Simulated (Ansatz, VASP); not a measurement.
## One calculation of SrO, two programs

```
Sr O
1.0
     0.00000    2.53234    2.53234
     2.53234    0.00000    2.53234
     2.53234    2.53234    0.00000
Sr O
1 1
Direct
  0.00000 0.00000 0.00000
  0.50000 0.50000 0.50000
```

Alike in both runs: functional LDA; k mesh 8 × 8 × 8; occupations gaussian, width 0.02 eV; no spin polarisation.

Ansatz relaxed the structure, and its values are those at the end. VASP's run is a single point on that final structure, the one shown.

|  | VASP | Ansatz |
| --- | --- | --- |
| version | VASP 6.6.1 | Ansatz 0.2.0 |
| potentials or method | VASP PAW LDA potentials, release 64 (Sr_sv, O), cutoff 600 eV | scalar-relativistic, plane waves, PAW |
| valence electrons in the cell | 16 | 16 |

|  | VASP | Ansatz | Ansatz less VASP |
| --- | --- | --- | --- |
| gap on the k mesh at the Fermi level (eV) | 3.06 | 3.12 | +0.062 |
| least direct gap on the mesh (eV) | 3.11 | 3.16 | +0.053 |
| pressure (GPa) | 0.7 | 0.0 | -0.71 |

Ansatz warns that its potentials were made for another functional, while VASP's fit it. LDA's correlation is that of Perdew and Zunger in VASP and of Perdew and Wang (1992) in Ansatz.
